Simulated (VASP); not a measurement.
# Ru (P6_3/mmc) in VASP: further runs, part 2 of 2

VASP 6.6.1.

### 5 Single point, r2SCAN

Contents of POSCAR:

```
Ru
1.0
    2.7059477279      0.0000000000      0.0000000000
   -1.3529738639      2.3434194737      0.0000000000
    0.0000000000      0.0000000000      4.2579056513
Ru
2
Direct
    0.3333333333      0.6666666667      0.2500000000
    0.6666666667      0.3333333333      0.7500000000
```

Contents of INCAR.step1:

```
PREC = Accurate
ENCUT = 620
ISMEAR = 1
SIGMA = 0.2
LREAL = False
LASPH = True
NELM = 120
NBANDS = 23
GGA = PE
ALGO = Normal
EDIFF = 1E-5
LWAVE = True
LCHARG = False
GGA_COMPAT = False
```

Contents of INCAR.step2:

```
PREC = Accurate
ENCUT = 620
EDIFF = 1E-6
ISMEAR = 1
SIGMA = 0.2
LREAL = False
LASPH = True
NELM = 120
ALGO = Normal
ISIF = 2
LWAVE = False
LCHARG = False
METAGGA = R2SCAN
LMIXTAU = True
NBANDS = 23
ISTART = 1
GGA_COMPAT = False
```

Contents of KPOINTS:

```
Automatic mesh
0
Gamma
  13 13 8
```

Potentials or basis: VASP PAW PBE potentials, release 64 (Ru_sv).

Launch:

```sh
$ cat potpaw_PBE.64/Ru_sv/POTCAR > POTCAR
$ cp INCAR.step1 INCAR
$ mpirun -np 1 vasp_std > vasp.out
$ cp INCAR.step2 INCAR
$ mpirun -np 1 vasp_std > vasp.out
```

OUTCAR:

```text
PREC = Accurate
   ENCUT = 620
   EDIFF = 1E-6
   ISMEAR = 1
   LREAL = False
   LASPH = True
   NELM = 120
   ISIF = 2
   METAGGA = R2SCAN
   ISTART = 1

 ion  position               nearest neighbor table
   1  0.333  0.667  0.250-   2 2.64   2 2.64   2 2.64   2 2.64   2 2.64   2 2.64
   2  0.667  0.333  0.750-   1 2.64   1 2.64   1 2.64   1 2.64   1 2.64   1 2.64

  LATTYP: Found a hexagonal cell.
 ALAT       =     2.7059477279
 C/A-ratio  =     1.5735358105

  Lattice vectors:

 A1 = (   2.7059477279,   0.0000000000,   0.0000000000)
 A2 = (  -1.3529738639,   2.3434194737,   0.0000000000)
 A3 = (   0.0000000000,   0.0000000000,   4.2579056513)

Analysis of symmetry for initial positions (statically):
=====================================================================
 Subroutine PRICEL returns:
 Original cell was already a primitive cell.

 Routine SETGRP: Setting up the symmetry group for a
 hexagonal supercell.

 Subroutine GETGRP returns: Found 24 space group operations
 (whereof 12 operations were pure point group operations)
 out of a pool of 24 trial point group operations.
[... 154 lines left out ...]
   NGX = 11   NGY = 11   NGZ = 17

 number of electron      31.9999996 magnetization

 Free energy of the ion-electron system (eV)
  ---------------------------------------------------
  ext. energy  EPLUGINS =         0.00000000
  ---------------------------------------------------
  free energy    TOTEN  =       -50.94080550 eV

  energy without entropy =      -50.94168112  energy(sigma->0) =      -50.94109737

 E-fermi :  15.2110     XC(G=0): -15.5795

 val. band max:       15.2052325244   @ k =   0.2308   0.0769   0.2500
 cond. band min:      15.2411789431   @ k =   0.3077   0.1538   0.2500
 fundamental gap:      0.0359464187
 Fermi energy:        15.2110068494

 k-point     1 :       0.0000    0.0000    0.0000
  band No.  band energies     occupation
      1     -60.1939      2.00000
      2     -59.9583      2.00000
      3     -29.9551      2.00000
      4     -28.9339      2.00000
      5     -28.9339      2.00000
      6     -28.7428      2.00000
[... 613 lines left out ...]
     22      31.5286      0.00000
     23      34.0669      0.00000

 [... further k-points ...]
[... 5 lines left out ...]
  --------------------------------------------------------------------------------------
  -------------------------------------------------------------------------------------
  Total        0.0161115      0.0161115     -0.0874829      0.0000000      0.0000000      0.0000000
  in kB        0.9560528      0.9560528     -5.1912049      0.0000000      0.0000000      0.0000000
  external PRESSURE =      -1.0930331 kB  Pullay stress =       0.0000000 kB

 VOLUME and BASIS-vectors are now :
 -----------------------------------------------------------------------------
  energy-cutoff  :      620.00
  volume of cell :       27.00
      direct lattice vectors                 reciprocal lattice vectors
     2.705947728  0.000000000  0.000000000     0.369556289  0.213363423  0.000000000
    -1.352973864  2.343419474  0.000000000     0.000000000  0.426726846  0.000000000
     0.000000000  0.000000000  4.257905651     0.000000000  0.000000000  0.234857247

 POSITION                                       TOTAL-FORCE (eV/Angst)
 -----------------------------------------------------------------------------------
     -0.00000      1.56228      1.06448        -0.000000      0.000000      0.000000
      1.35297      0.78114      3.19343         0.000000     -0.000000      0.000000
 -----------------------------------------------------------------------------------
    total drift:                               -0.000000      0.000000     -0.000000

  FREE ENERGIE OF THE ION-ELECTRON SYSTEM (eV)
  ---------------------------------------------------
  free  energy   TOTEN  =       -50.9408054986 eV

  energy  without entropy=      -50.9416811165  energy(sigma->0) =      -50.94109737
```

OSZICAR.step1:

```text
N       E                     dE             d eps       ncg     rms          rms(c)
DAV:   1     0.478140907716E+03    0.47814E+03   -0.23309E+04  4838   0.185E+03
DAV:   2    -0.596986214631E+01   -0.48411E+03   -0.46530E+03  5544   0.581E+02
DAV:   3    -0.197039884018E+02   -0.13734E+02   -0.13525E+02  5559   0.110E+02
DAV:   4    -0.198250862999E+02   -0.12110E+00   -0.12103E+00  5544   0.112E+01
DAV:   5    -0.198268901326E+02   -0.18038E-02   -0.18038E-02  5698   0.132E+00    0.266E+01
DAV:   6    -0.186053455702E+02    0.12215E+01   -0.28744E+00  5229   0.169E+01    0.519E+00
DAV:   7    -0.185523468858E+02    0.52999E-01   -0.14327E-01  5789   0.323E+00    0.114E+00
DAV:   8    -0.185473086021E+02    0.50383E-02   -0.76294E-03  5131   0.105E+00    0.115E-01
DAV:   9    -0.185474093749E+02   -0.10077E-03   -0.17147E-04  6786   0.147E-01    0.304E-02
DAV:  10    -0.185474238988E+02   -0.14524E-04   -0.13312E-05  3992   0.323E-02    0.334E-03
DAV:  11    -0.185474233301E+02    0.56869E-06   -0.91795E-07  3045   0.113E-02
   1 F= -.18547423E+02 E0= -.18547659E+02  d E =0.707629E-03
```

Wall time 5.4 min (1 thread of AMD EPYC 7R43 (Zen 3), shared host); peak memory 0.17 GiB.

Results:

| Property | Result |
| --- | --- |
| Free energy | -50.9408 eV |
| Pressure | -0.1 GPa |
| Band gap on the k mesh | zero (bands 16 and 17 overlap by 3.25 eV) |

Caveat: the PAW data sets were made with another functional, which shifts forces and pressure a little.

### 6 Overview

| k mesh | smearing | gap on the mesh (eV) | pressure (GPa) |
| --- | --- | --- | --- |
| 6 × 6 × 4 | fermi-dirac 0.1 eV | none | 1.1 |
| 19 × 19 × 11 | fermi-dirac 0.1 eV | none | 0.1 |
| 8 × 8 × 5 | fermi-dirac 0.1 eV | none | -0.4 |
| 13 × 13 × 8 | methfessel-paxton 0.2 eV | none | -0.1 |

Alike in all rows: task single point; level r2SCAN; potentials or basis VASP PAW PBE potentials, release 64 (Ru_sv); no spin polarisation; cell as given; cutoff (eV) 620.

Caveats: some runs use coarse meshes; the PAW data sets were made with another functional, which shifts forces and pressure a little.

Absolute energies hang on the potentials; compare differences alone.

The gap in the log of VASP goes by the Fermi energy; the results here count the filled bands.